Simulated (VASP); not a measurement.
# Sb in VASP: relaxation of the atoms with PBE+D3(BJ)

Aim: the relaxation of the atoms of Sb with PBE+D3(BJ).

Everything below comes from runs of VASP 6.6.1. Logs are shortened: lines on timing, memory, paths and dates and some standing lists are left out, and cuts for length are marked.

### 1 The cell of the first run

The cell holds a slab with vacuum, 12 atoms: a = 6.123 Å, b = 8.659 Å, c = 20.330 Å, α = 90.00°, β = 90.00°, γ = 90.00°.

### 2 Relaxation of the atoms, PBE+D3(BJ)

The input, INCAR:

```
PREC = Accurate
ENCUT = 520
EDIFF = 1E-7
ISMEAR = 0
SIGMA = 0.1
LREAL = F
LASPH = T
NELM = 60
ALGO = Normal
ISIF = 2
LWAVE = F
LCHARG = F
LDIPOL = T
IDIPOL = 3
DIPOL = 0.5 0.5 0.500
GGA = PE
IVDW = 12
IBRION = 2
NSW = 90
EDIFFG = -0.03
KPAR = 2
```

The input, KPOINTS:

```
regular mesh
0
Gamma
  3 2 1
```

The input, POSCAR:

```
Sb
1.0
    6.1229478380      0.0000000000      0.0000000000
    0.0000000000      8.6591558742      0.0000000000
    0.0000000000      0.0000000000     20.3295779371
Sb
12
Selective dynamics
Direct
    0.0000000000      0.2500000000      0.3935153019  F F F
    0.0000000000      0.7500000000      0.3935153019  F F F
    0.5000000000      0.2500000000      0.3935153019  F F F
    0.5000000000      0.7500000000      0.3935153019  F F F
    0.0000000000      0.5000000000      0.5000000000  T T T
    0.0000000000      0.0000000000      0.5000000000  T T T
    0.5000000000      0.5000000000      0.5000000000  T T T
    0.5000000000      0.0000000000      0.5000000000  T T T
    0.0000000000      0.7500000000      0.6064846981  T T T
    0.0000000000      0.2500000000      0.6064846981  T T T
    0.5000000000      0.7500000000      0.6064846981  T T T
    0.5000000000      0.2500000000      0.6064846981  T T T
```

Potentials or basis: VASP PAW PBE potentials, release 64 (Sb).

Run with:

```
$ cat potpaw_PBE.64/Sb/POTCAR > POTCAR
$ mpirun -np 2 vasp_std > vasp.out
```

OUTCAR:

```text
PREC = Accurate
   ENCUT = 520
   EDIFF = 1E-7
   ISMEAR = 0
   LREAL = F
   LASPH = T
   NELM = 60
   ISIF = 2
   GGA = PE
   IVDW = 12
   IBRION = 2
   NSW = 90
   EDIFFG = -0.03
 IVDW          = 12

 ion  position               nearest neighbor table
   1  0.000  0.250  0.394-   3 3.06   3 3.06   6 3.06   5 3.06
   2  0.000  0.750  0.394-   4 3.06   4 3.06   6 3.06   5 3.06
   3  0.500  0.250  0.394-   1 3.06   1 3.06   8 3.06   7 3.06
   4  0.500  0.750  0.394-   2 3.06   2 3.06   8 3.06   7 3.06
   5  0.000  0.500  0.500-   7 3.06   7 3.06   1 3.06   9 3.06  10 3.06   2 3.06
   6  0.000  0.000  0.500-   8 3.06   8 3.06   1 3.06   9 3.06  10 3.06   2 3.06
   7  0.500  0.500  0.500-   5 3.06   5 3.06   3 3.06  11 3.06  12 3.06   4 3.06
   8  0.500  0.000  0.500-   6 3.06   6 3.06   3 3.06  11 3.06  12 3.06   4 3.06
   9  0.000  0.750  0.606-  11 3.06  11 3.06   5 3.06   6 3.06
  10  0.000  0.250  0.606-  12 3.06  12 3.06   5 3.06   6 3.06
  11  0.500  0.750  0.606-   9 3.06   9 3.06   7 3.06   8 3.06
  12  0.500  0.250  0.606-  10 3.06  10 3.06   7 3.06   8 3.06
[... 8 lines left out ...]
 A1 = (   6.1229478380,   0.0000000000,   0.0000000000)
 A2 = (   0.0000000000,   8.6591558742,   0.0000000000)
 A3 = (   0.0000000000,   0.0000000000,  20.3295779371)

Analysis of symmetry for initial positions (statically):
=====================================================================
 Subroutine PRICEL returns following result:

  LATTYP: Found a simple orthorhombic cell.
 ALAT       =     3.0614739190
 B/A-ratio  =     1.4142135624
 C/A-ratio  =     6.6404543939
[... 12 lines left out ...]
 Subroutine GETGRP returns: Found  8 space group operations
 (whereof  8 operations were pure point group operations)
 out of a pool of  8 trial point group operations.

The static configuration has the point symmetry D_2h.

Analysis of symmetry for dynamics (positions and initial velocities):
=====================================================================
 Subroutine PRICEL returns following result:

  LATTYP: Found a simple orthorhombic cell.
 ALAT       =     3.0614739190
 B/A-ratio  =     1.4142135624
 C/A-ratio  =     6.6404543939
[... 12 lines left out ...]
 Subroutine GETGRP returns: Found  8 space group operations
 (whereof  8 operations were pure point group operations)
 out of a pool of  8 trial point group operations.

The dynamic configuration has the point symmetry D_2h.

Analysis of constrained symmetry for selective dynamics:
=====================================================================
 Subroutine PRICEL returns following result:

  LATTYP: Found a simple orthorhombic cell.
 ALAT       =     3.0614739190
 B/A-ratio  =     1.4142135624
 C/A-ratio  =     6.6404543939
[... 12 lines left out ...]
 Subroutine GETGRP returns: Found  4 space group operations
 (whereof  4 operations were pure point group operations)
 out of a pool of  8 trial point group operations.

The constrained configuration has the point symmetry C_2v.

 Subroutine INISYM returns: Found  4 space group operations
 (whereof  4 operations are pure point group operations),
 and found     4 'primitive' translations

----------------------------------------------------------------------------------------

                                     Primitive cell

  volume of cell :     269.4663

  direct lattice vectors                    reciprocal lattice vectors
     3.061473919  0.000000000  0.000000000     0.326640052  0.000000000  0.000000000
     0.000000000  4.329577937  0.000000000     0.000000000  0.230969396  0.000000000
     0.000000000  0.000000000 20.329577937     0.000000000  0.000000000  0.049189413

  length of vectors
     3.061473919  4.329577937 20.329577937     0.326640052  0.230969396  0.049189413

  position of ions in fractional coordinates (direct lattice)
     0.000000000  0.500000000  0.393515302
     0.000000000  0.000000000  0.500000000
     0.000000000  0.500000000  0.606484698

  ion indices of the primitive-cell ions
   primitive index   ion index
                 1           1
                 2           5
                 3          10

----------------------------------------------------------------------------------------

 KPOINTS: regular mesh

Automatic generation of k-mesh.
 Grid dimensions read from file:
 generate k-points for:    3    2    1

 Generating k-lattice:

  Cartesian coordinates                     Fractional coordinates (reciprocal lattice)
     0.054440009  0.000000000  0.000000000     0.333333333  0.000000000  0.000000000
     0.000000000  0.057742349  0.000000000     0.000000000  0.500000000  0.000000000
     0.000000000  0.000000000  0.049189413     0.000000000  0.000000000  1.000000000

  Length of vectors
     0.054440009  0.057742349  0.049189413

  Shift w.r.t. Gamma in fractional coordinates (k-lattice)
     0.000000000  0.000000000  0.000000000

 Subroutine IBZKPT returns following result:
 ===========================================

 Found      4 irreducible k-points:

 Following reciprocal coordinates:
            Coordinates               Weight
  0.000000  0.000000  0.000000      1.000000
  0.333333  0.000000  0.000000      2.000000
  0.000000  0.500000  0.000000      1.000000
  0.333333  0.500000  0.000000      2.000000
   k-points           NKPTS =      4   k-points in BZ     NKDIM =      4   number of bands    NBANDS=     37
   number of dos      NEDOS =    301   number of ions     NIONS =     12
   total plane-waves  NPLWV = 491520
   dimension x,y,z NGX =    48 NGY =   64 NGZ =  160
   dimension x,y,z NGXF=    96 NGYF=  128 NGZF=  320
   ions per type =              12
   NGX,Y,Z   is equivalent  to a cutoff of  13.03, 12.29, 13.08 a.u.
   NGXF,Y,Z  is equivalent  to a cutoff of  26.07, 24.57, 26.17 a.u.
 SYSTEM =  unknown system
   PREC   = accura    normal or accurate (medium, high low for compatibility)
   ISTART =      0    job   : 0-new  1-cont  2-samecut
   ICHARG =      2    charge: 1-file 2-atom 10-const
   ISPIN  =      1    spin polarized calculation?
   LNONCOLLINEAR =      F non collinear calculations
   LSORBIT =      F    spin-orbit coupling
   LASPH  =      T    aspherical Exc in radial PAW
   ENCUT  =  520.0 eV  38.22 Ry    6.18 a.u.  11.38 16.10 37.80*2*pi/ulx,y,z
   NELM   =     60;   NELMIN=  2; NELMDL= -5     # of ELM steps
   EDIFF  = 0.1E-06   stopping-criterion for ELM
   LREAL  =      F    real-space projection
   EDIFFG = -.3E-01   stopping-criterion for IOM
   NSW    =     90    number of steps for IOM
   IBRION =      2    ionic relax: 0-MD 1-quasi-New 2-CG
   NFREE  =      1    steps in history (QN), initial steepest desc. (CG)
   ISIF   =      2    stress and relaxation
   ISYM   =      2    0-nonsym 1-usesym 2-fastsym
   POTIM  = 0.5000    time-step for ionic-motion
   TEBEG  =    0.0;   TEEND  =   0.0 temperature during run
   PSTRESS=    0.0 pullay stress
   NELECT =      60.0000    total number of electrons
   NUPDOWN=      -1.0000    fix difference up-down
   EMIN   =  10.00;   EMAX   =-10.00  energy-range for DOS
   EFERMI =   0.00;   METHOD = LEGACY
   ISMEAR =     0;   SIGMA  =   0.10  broadening in eV -4-tet -1-fermi 0-gaus
   EFERMI_NEDOS =   21; number of points for ismear=-14 and -15
   IALGO  =     38    algorithm
   IMIX   =      4    mixing-type and parameters
     AMIX     =   0.40;   BMIX     =  1.00
     AMIX_MAG =   1.60;   BMIX_MAG =  1.00
  volume/ion in A,a.u.               =      89.82       606.15
  Fermi-wavevector in a.u.,A,eV,Ry     =   0.625082  1.181234  5.316173  0.390728
  Thomas-Fermi vector in A             =   1.685864
   LORBIT       =      0    0 simple, 1 ext, 2 COOP (PROOUT), +10 PAW based schemes
   GGA     = PE    functional components
   LHFCALC =     F    Hartree Fock is set to
   AEXX    =    0.0000 exact exchange contribution
   IVDW    =    12    specifies the selected vdW correction
   LEPSILON=     F    determine dielectric tensor
   LRPA    =     F    only Hartree local field effects (RPA)
 conjugate gradient relaxation of ions
 non-spin polarized calculation
 Gauss-broadening in eV      SIGMA  =   0.10
  energy-cutoff  :      520.00
  volume of cell :     1077.87
 maximum number of plane-waves:     29068
 NGX is ok and might be reduce to    48
   NGX = 23   NGY = 33   NGZ = 75

--------------------------------------- Ionic step        1  -------------------------------------------

 number of electron      59.9999987 magnetization

 Free energy of the ion-electron system (eV)
  ---------------------------------------------------
  ext. energy  EPLUGINS =         0.00000000
  ---------------------------------------------------
  free energy    TOTEN  =       -46.61975501 eV

  energy without entropy =      -46.54672640  energy(sigma->0) =      -46.58324070

------------------------ aborting loop because EDIFF is reached ----------------------------------------

 Edisp (eV)   -3.81431

 E8    (eV) :    -1.8622
[... 143 lines left out ...]
 number of electron      59.9999988 magnetization

------------------------ aborting loop because EDIFF is reached ----------------------------------------

 vacuum level on the upper side and lower side of the slab       (xc-potential included)        -0.012         0.003

 Edisp (eV)   -3.83901

 E8    (eV) :    -1.8751

  FORCE on cell =-STRESS in cart. coord.  units (eV):
  Direction    XX          YY          ZZ          XY          YZ          ZX
  --------------------------------------------------------------------------------------
  -------------------------------------------------------------------------------------
  Total     -13.71704    -1.16846     0.26753     0.00000     0.00000     0.00000
  in kB     -20.38950    -1.73684     0.39767     0.00000     0.00000     0.00000
  external pressure =       -7.24 kB  Pullay stress =        0.00 kB
[... 127 lines left out ...]
  FREE ENERGIE OF THE ION-ELECTRON SYSTEM (eV)
  ---------------------------------------------------
  free  energy   TOTEN  =       -50.4437172968 eV

  energy  without entropy=      -50.3708142587  energy(sigma->0) =      -50.40726578

 dipolmoment           0.000000      0.000000      0.001425 electrons x Angstroem

--------------------------------------- Ionic step        7  -------------------------------------------

 number of electron      59.9999991 magnetization

 dipolmoment           0.000000      0.000000     -0.000261 electrons x Angstroem

 Free energy of the ion-electron system (eV)
  ---------------------------------------------------
  ext. energy  EPLUGINS =         0.00000000
  ---------------------------------------------------
  free energy    TOTEN  =       -46.61050256 eV

  energy without entropy =      -46.53758907  energy(sigma->0) =      -46.57404582

 E-fermi :  -0.6993     XC(G=0):  -3.9042

 val. band max:       -0.7147208732   @ k =   0.3333   0.0000   0.0000
 cond. band min:      -0.6615079219   @ k =   0.3333   0.5000   0.0000
 fundamental gap:      0.0532129512
 Fermi energy:        -0.6993323552

 k-point     1 :       0.0000    0.0000    0.0000
  band No.  band energies     occupation
      1     -12.6331      2.00000
      2     -11.0863      2.00000
      3     -10.8496      2.00000
      4     -10.8079      2.00000
      5     -10.2940      2.00000
      6     -10.0614      2.00000
[... 149 lines left out ...]
     36       0.4999      0.00000
     37       1.3941      0.00000

------------------------ aborting loop because EDIFF is reached ----------------------------------------

 vacuum level on the upper side and lower side of the slab       (xc-potential included)        -0.005        -0.004

 Edisp (eV)   -3.83510

 E8    (eV) :    -1.8731

  FORCE on cell =-STRESS in cart. coord.  units (eV):
  Direction    XX          YY          ZZ          XY          YZ          ZX
  --------------------------------------------------------------------------------------
  -------------------------------------------------------------------------------------
  Total     -13.66331    -1.46775    -0.14598     0.00000     0.00000     0.00000
  in kB     -20.30964    -2.18171    -0.21699     0.00000     0.00000     0.00000
  external pressure =       -7.57 kB  Pullay stress =        0.00 kB
[... 27 lines left out ...]
  FREE ENERGIE OF THE ION-ELECTRON SYSTEM (eV)
  ---------------------------------------------------
  free  energy   TOTEN  =       -50.4456017532 eV

  energy  without entropy=      -50.3726882626  energy(sigma->0) =      -50.40914501

 reached required accuracy - stopping structural energy minimisation

 vacuum level on the upper side and lower side of the slab         3.804         3.805
```

Wall time 9 min (2 MPI ranks of AMD EPYC 9R45 (Zen 5), shared host); peak memory 1.1 GiB.

What came out:

```yaml
Free_energy: -50.4456 eV
Energy_gained_by_relaxing: 1.0 meV/atom
Ionic_steps: 7
Dispersion_energy_per_atom: -0.320 eV
```

The path:
```tsv
step	energy change (eV)	largest force on free atoms (eV/Å)	pressure (GPa)
1	0.0000	0.1158	-0.90
2	-0.0024	0.0969	-0.88
3	-0.0070	0.0500	-0.83
4	-0.0039	0.1336	-0.72
5	-0.0078	0.0748	-0.80
6	-0.0097	0.0532	-0.79
7	-0.0115	0.0072	-0.76
```

Final structure:
```xyz
12
Lattice="6.1229 0.0000 0.0000 0.0000 8.6592 0.0000 0.0000 0.0000 20.3296" Properties=species:S:1:pos:R:3 pbc="T T T"
Sb    0.0000    2.1648    8.0000
Sb    0.0000    6.4944    8.0000
Sb    3.0615    2.1648    8.0000
Sb    3.0615    6.4944    8.0000
Sb    0.0000    4.3296   10.1429
Sb    0.0000    0.0000   10.1429
Sb    3.0615    4.3296   10.1429
Sb    3.0615    0.0000   10.1429
Sb    0.0000    6.4944   12.2827
Sb    0.0000    2.1648   12.2827
Sb    3.0615    6.4944   12.2827
Sb    3.0615    2.1648   12.2827
```

Caveat: spin-orbit coupling is left out, which moves the levels of the heavy elements.
